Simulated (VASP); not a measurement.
# CaO (R-3m) in VASP: a series of runs

Runs on CaO. Level: r2SCAN. Tasks: single point.

Program: VASP 6.6.1. These are calculated values, not measurements. Logs are shortened: lines on timing, memory, paths and dates and some standing lists are left out, and cuts for length are marked.

**1. The cell of the first run**

It takes space group R-3m (No. 166, trigonal). Conventional cell: a = 3.458 Å, b = 3.458 Å, c = 8.209 Å, α = 90.00°, β = 90.00°, γ = 120.00°. Within 3.2 Å of Ca (site symmetry -3m) lie 6 O at 2.42 Å. O (site symmetry -3m) has 6 Ca at 2.42 Å within 3.2 Å.

**2. Single point, r2SCAN (epitaxial 111 strain +2.0%)**

Contents of POSCAR:

```
CaO
1.0
   -0.0505059998      2.3949951161      2.3949951161
    2.3949951161     -0.0505059998      2.3949951161
    2.3949951161      2.3949951161     -0.0505059998
Ca O
1 1
Direct
    0.0000000000      0.0000000000      0.0000000000
    0.5000000000      0.5000000000      0.5000000000
```

Contents of INCAR.step1:

```
PREC = Accurate
ENCUT = 520
ISMEAR = 0
SIGMA = 0.01
LREAL = False
LASPH = True
NELM = 100
NBANDS = 15
GGA = PE
ALGO = Normal
EDIFF = 1E-4
LWAVE = True
LCHARG = False
```

Contents of INCAR.step2:

```
PREC = Accurate
ENCUT = 520
EDIFF = 1E-6
ISMEAR = 0
SIGMA = 0.01
LREAL = False
LASPH = True
NELM = 100
ALGO = Normal
ISIF = 2
LWAVE = False
LCHARG = False
METAGGA = R2SCAN
LMIXTAU = True
NBANDS = 15
ISTART = 1
```

Contents of KPOINTS:

```
Automatic mesh
0
Gamma
  10 10 10
```

Potentials or basis: VASP PAW PBE potentials, release 64 (Ca_sv, O).

Run with:

```
$ cat potpaw_PBE.64/Ca_sv/POTCAR potpaw_PBE.64/O/POTCAR > POTCAR
$ cp INCAR.step1 INCAR
$ mpirun -np 1 vasp_std > vasp.out
$ cp INCAR.step2 INCAR
$ mpirun -np 1 vasp_std > vasp.out
```

OUTCAR:

```text
PREC = Accurate
   ENCUT = 520
   EDIFF = 1E-6
   ISMEAR = 0
   LREAL = False
   LASPH = True
   NELM = 100
   ISIF = 2
   METAGGA = R2SCAN
   ISTART = 1

 ion  position               nearest neighbor table
   1  0.000  0.000  0.000-   2 2.42   2 2.42   2 2.42   2 2.42   2 2.42   2 2.42
   2  0.500  0.500  0.500-   1 2.42   1 2.42   1 2.42   1 2.42   1 2.42   1 2.42

  LATTYP: Found a trigonal (rhomboedric) cell.
 ALAT       =     3.3874111159
 COS(alpha) =     0.4788053922

  Lattice vectors:

 A1 = (  -0.0505059998,   2.3949951161,   2.3949951161)
 A2 = (   2.3949951161,  -0.0505059998,   2.3949951161)
 A3 = (   2.3949951161,   2.3949951161,  -0.0505059998)

Analysis of symmetry for initial positions (statically):
=====================================================================
 Subroutine PRICEL returns:
 Original cell was already a primitive cell.

 Routine SETGRP: Setting up the symmetry group for a
 trigonal (rhombohedral) supercell.

 Subroutine GETGRP returns: Found 12 space group operations
 (whereof 12 operations were pure point group operations)
 out of a pool of 12 trial point group operations.

The static configuration has the point symmetry D_3d.

Analysis of symmetry for dynamics (positions and initial velocities):
=====================================================================
 Subroutine PRICEL returns:
 Original cell was already a primitive cell.

 Routine SETGRP: Setting up the symmetry group for a
 trigonal (rhombohedral) supercell.

 Subroutine GETGRP returns: Found 12 space group operations
 (whereof 12 operations were pure point group operations)
 out of a pool of 12 trial point group operations.

The dynamic configuration has the point symmetry D_3d.

 Subroutine INISYM returns: Found 12 space group operations
 (whereof 12 operations are pure point group operations),
 and found     1 'primitive' translations

----------------------------------------------------------------------------------------

                                     Primitive cell

  volume of cell :      28.3444

  direct lattice vectors                    reciprocal lattice vectors
    -0.050506000  2.394995116  2.394995116    -0.202278290  0.206635856  0.206635856
     2.394995116 -0.050506000  2.394995116     0.206635856 -0.202278290  0.206635856
     2.394995116  2.394995116 -0.050506000     0.206635856  0.206635856 -0.202278290

  length of vectors
     3.387411116  3.387411116  3.387411116     0.355405769  0.355405769  0.355405769

  position of ions in fractional coordinates (direct lattice)
     0.000000000  0.000000000  0.000000000
     0.500000000  0.500000000  0.500000000

  ion indices of the primitive-cell ions
   primitive index   ion index
                 1           1
                 2           2

----------------------------------------------------------------------------------------

 KPOINTS: Automatic mesh

Automatic generation of k-mesh.
 Grid dimensions read from file:
 generate k-points for:   10   10   10

 Generating k-lattice:

  Cartesian coordinates                     Fractional coordinates (reciprocal lattice)
    -0.020227829  0.020663586  0.020663586     0.100000000 -0.000000000 -0.000000000
     0.020663586 -0.020227829  0.020663586    -0.000000000  0.100000000 -0.000000000
     0.020663586  0.020663586 -0.020227829    -0.000000000 -0.000000000  0.100000000

  Length of vectors
     0.035540577  0.035540577  0.035540577

  Shift w.r.t. Gamma in fractional coordinates (k-lattice)
     0.000000000  0.000000000  0.000000000

 Subroutine IBZKPT returns following result:
 ===========================================

 Found    116 irreducible k-points:

 Following reciprocal coordinates:
            Coordinates               Weight
  0.000000  0.000000  0.000000      1.000000
  0.100000  0.000000  0.000000      6.000000
  0.200000  0.000000  0.000000      6.000000
  0.300000  0.000000  0.000000      6.000000
  0.400000 -0.000000 -0.000000      6.000000
  0.500000  0.000000  0.000000      3.000000
[... 16 lines left out ...]
  0.300000  0.300000  0.000000      6.000000
  0.400000  0.300000  0.000000     12.000000
 [... further k-points ...]
   k-points           NKPTS =    116   k-points in BZ     NKDIM =    116   number of bands    NBANDS=     15
   number of dos      NEDOS =    301   number of ions     NIONS =      2
   total plane-waves  NPLWV =  21952
   dimension x,y,z NGX =    28 NGY =   28 NGZ =   28
   dimension x,y,z NGXF=    56 NGYF=   56 NGZF=   56
   ions per type =               1   1
   NGX,Y,Z   is equivalent  to a cutoff of  13.74, 13.74, 13.74 a.u.
   NGXF,Y,Z  is equivalent  to a cutoff of  27.48, 27.48, 27.48 a.u.
 SYSTEM =  unknown system
   PREC   = accura    normal or accurate (medium, high low for compatibility)
   ISTART =      1    job   : 0-new  1-cont  2-samecut
   ICHARG =      0    charge: 1-file 2-atom 10-const
   ISPIN  =      1    spin polarized calculation?
   LNONCOLLINEAR =      F non collinear calculations
   LSORBIT =      F    spin-orbit coupling
   LASPH  =      T    aspherical Exc in radial PAW
   ENCUT  =  520.0 eV  38.22 Ry    6.18 a.u.   6.30  6.30  6.30*2*pi/ulx,y,z
   NELM   =    100;   NELMIN=  2; NELMDL=  0     # of ELM steps
   EDIFF  = 0.1E-05   stopping-criterion for ELM
   LREAL  =      F    real-space projection
   EDIFFG = 0.1E-04   stopping-criterion for IOM
   NSW    =      0    number of steps for IOM
   IBRION =     -1    ionic relax: 0-MD 1-quasi-New 2-CG
   NFREE  =      0    steps in history (QN), initial steepest desc. (CG)
   ISIF   =      2    stress and relaxation
   ISYM   =      2    0-nonsym 1-usesym 2-fastsym
   POTIM  = 0.5000    time-step for ionic-motion
   TEBEG  =    0.0;   TEEND  =   0.0 temperature during run
   PSTRESS=    0.0 pullay stress
   NELECT =      16.0000    total number of electrons
   NUPDOWN=      -1.0000    fix difference up-down
   EMIN   =  10.00;   EMAX   =-10.00  energy-range for DOS
   EFERMI =   0.00;   METHOD = LEGACY
   ISMEAR =     0;   SIGMA  =   0.01  broadening in eV -4-tet -1-fermi 0-gaus
   EFERMI_NEDOS =   21; number of points for ismear=-14 and -15
   IALGO  =     38    algorithm
   IMIX   =      4    mixing-type and parameters
     AMIX     =   0.40;   BMIX     =  1.00
     AMIX_MAG =   1.60;   BMIX_MAG =  1.00
  volume/ion in A,a.u.               =      14.17        95.64
  Fermi-wavevector in a.u.,A,eV,Ry     =   1.352984  2.556768 24.906346  1.830565
  Thomas-Fermi vector in A             =   2.480277
   LORBIT       =      0    0 simple, 1 ext, 2 COOP (PROOUT), +10 PAW based schemes
   METAGGA = R2SCAN    functional components
   LHFCALC =     F    Hartree Fock is set to
   AEXX    =    0.0000 exact exchange contribution
   IVDW    =     0    specifies the selected vdW correction
   LEPSILON=     F    determine dielectric tensor
   LRPA    =     F    only Hartree local field effects (RPA)
 non-spin polarized calculation
 Gauss-broadening in eV      SIGMA  =   0.01
  energy-cutoff  :      520.00
  volume of cell :       28.34
 maximum number of plane-waves:       785
 NGX is ok and might be reduce to    28
   NGX = 13   NGY = 13   NGZ = 13

 number of electron      16.0000000 magnetization

 Free energy of the ion-electron system (eV)
  ---------------------------------------------------
  ext. energy  EPLUGINS =         0.00000000
  ---------------------------------------------------
  free energy    TOTEN  =       -19.44239980 eV

  energy without entropy =      -19.44239980  energy(sigma->0) =      -19.44239980

 E-fermi :   2.0784     XC(G=0): -10.9653

 val. band max:        1.9730355460   @ k =   0.0000   0.0000   0.0000
 cond. band min:       6.0905923445   @ k =   0.5000   0.5000   0.0000
 fundamental gap:      4.1175567984
 Fermi energy:         2.0783798590

 k-point     1 :       0.0000    0.0000    0.0000
  band No.  band energies     occupation
      1     -37.2523      2.00000
      2     -17.1588      2.00000
      3     -17.1565      2.00000
      4     -17.1565      2.00000
      5     -14.5305      2.00000
      6       1.8709      2.00000
      7       1.8709      2.00000
      8       1.9730      2.00000
      9       7.1406      0.00000
     10       8.5845      0.00000
     11       8.5845      0.00000
     12       8.9263      0.00000
     13      10.2660      0.00000
     14      10.2660      0.00000
     15      17.5417      0.00000

 k-point     2 :       0.1000    0.0000    0.0000
  band No.  band energies     occupation
      1     -37.2439      2.00000
      2     -17.2995      2.00000
      3     -17.1637      2.00000
      4     -17.1599      2.00000
      5     -14.3811      2.00000
      6       1.5410      2.00000
      7       1.7388      2.00000
      8       1.8384      2.00000
      9       7.5858      0.00000
     10       8.5849      0.00000
     11       8.7515      0.00000
     12       9.0693      0.00000
     13      10.4972      0.00000
     14      10.4988      0.00000
     15      17.9201      0.00000

 k-point     3 :       0.2000    0.0000    0.0000
  band No.  band energies     occupation
      1     -37.2216      2.00000
      2     -17.6188      2.00000
      3     -17.1772      2.00000
      4     -17.1688      2.00000
      5     -14.0424      2.00000
      6       0.8040      2.00000
      7       1.4190      2.00000
      8       1.5333      2.00000
      9       8.5617      0.00000
     10       8.6917      0.00000
     11       9.2102      0.00000
     12       9.5259      0.00000
     13      11.1015      0.00000
     14      11.1078      0.00000
     15      18.4600      0.00000
[... 343 lines left out ...]
 k-point    23 :       0.3000    0.3000    0.0000
  band No.  band energies     occupation
      1     -37.1733      2.00000
      2     -17.7262      2.00000
      3     -17.2999      2.00000
      4     -17.2898      2.00000
      5     -14.0158      2.00000
      6       0.2037      2.00000
      7       1.5201      2.00000
      8       1.6116      2.00000
      9       6.7974      0.00000
     10       9.5434      0.00000
     11      10.9636      0.00000
     12      11.0075      0.00000
     13      11.0652      0.00000
     14      12.9358      0.00000
     15      19.9213      0.00000

 k-point    24 :       0.4000    0.3000    0.0000
  band No.  band energies     occupation
      1     -37.1557      2.00000
      2     -17.7822      2.00000
      3     -17.3460      2.00000
      4     -17.3080      2.00000
      5     -14.0198      2.00000
      6       0.2520      2.00000
      7       1.3230      2.00000
      8       1.5081      2.00000
      9       6.7474      0.00000
     10      10.1118      0.00000
     11      11.2628      0.00000
     12      11.3031      0.00000
     13      11.5044      0.00000
     14      13.3298      0.00000
     15      18.2357      0.00000

 [... further k-points ...]

------------------------ aborting loop because EDIFF is reached ----------------------------------------

  FORCE on cell =-STRESS in cart. coord.  units (eV):
  Direction    XX          YY          ZZ          XY          YZ          ZX
  --------------------------------------------------------------------------------------
  -------------------------------------------------------------------------------------
  Total       -0.3896809     -0.3896809     -0.3896809      0.2729050      0.2729050      0.2729050
  in kB      -22.0268742    -22.0268742    -22.0268742     15.4260669     15.4260669     15.4260669
  external PRESSURE =     -22.0268742 kB  Pullay stress =       0.0000000 kB

 VOLUME and BASIS-vectors are now :
 -----------------------------------------------------------------------------
  energy-cutoff  :      520.00
  volume of cell :       28.34
      direct lattice vectors                 reciprocal lattice vectors
    -0.050506000  2.394995116  2.394995116    -0.202278290  0.206635856  0.206635856
     2.394995116 -0.050506000  2.394995116     0.206635856 -0.202278290  0.206635856
     2.394995116  2.394995116 -0.050506000     0.206635856  0.206635856 -0.202278290

 POSITION                                       TOTAL-FORCE (eV/Angst)
 -----------------------------------------------------------------------------------
      0.00000      0.00000      0.00000         0.000000      0.000000     -0.000000
      2.36974      2.36974      2.36974        -0.000000     -0.000000      0.000000
 -----------------------------------------------------------------------------------
    total drift:                                0.000000      0.000000      0.000000

  FREE ENERGIE OF THE ION-ELECTRON SYSTEM (eV)
  ---------------------------------------------------
  free  energy   TOTEN  =       -19.4423997968 eV

  energy  without entropy=      -19.4423997968  energy(sigma->0) =      -19.44239980
```

Wall time 6.6 min (1 thread of Oxide Virtual Turin-like, shared host); peak memory 0.17 GiB.

What came out:

* Free energy: -19.4424 eV
* Pressure: -2.2 GPa
* Band gap on the k mesh: 4.12 eV (least direct gap 4.52 eV)

Caveat: the cell differs from its parent crystal (epitaxial 111 strain +2.0%); the PAW data sets were made with another functional, which shifts forces and pressure a little. A k mesh can miss the band edges.

[end of part 1 of 2]
